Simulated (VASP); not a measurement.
The system is PbSe.

```
Pb Se
1.0
     0.00000    3.42320    3.42320
     3.42320    0.00000    3.42320
     3.42320    3.42320    0.00000
Pb Se
1 1
Direct
  0.00000 0.00000 0.00000
  0.25000 0.25000 0.25000
```

Base run:

```yaml
Program: VASP 6.6.1
Functional: PBEsol
Potentials_or_basis: VASP PAW PBE potentials, release 64 (Pb_d, Se)
Cutoff: 520 eV
k_mesh: 4 × 4 × 4
Occupations: gaussian, width 0.01 eV
Spin: no spin polarisation
```

Its results: band gap on the k mesh 0.54 eV, indirect (least direct gap 1.09 eV); pressure -1.0 GPa.

Task: The run is repeated on the same cell with these changes: functional from PBEsol to r2SCAN. What comes out?

Result: Band gap on the k mesh 0.80 eV, indirect (least direct gap 1.34 eV); pressure -0.1 GPa.

r2SCAN gives the wider gap, since meta-GGAs in the generalised Kohn-Sham scheme recover part of the derivative discontinuity.

Caveats: the PAW data sets were made with another functional, which shifts forces and pressure a little; spin-orbit coupling is left out, which moves the levels of the heavy elements.

A k mesh can miss the band edges.
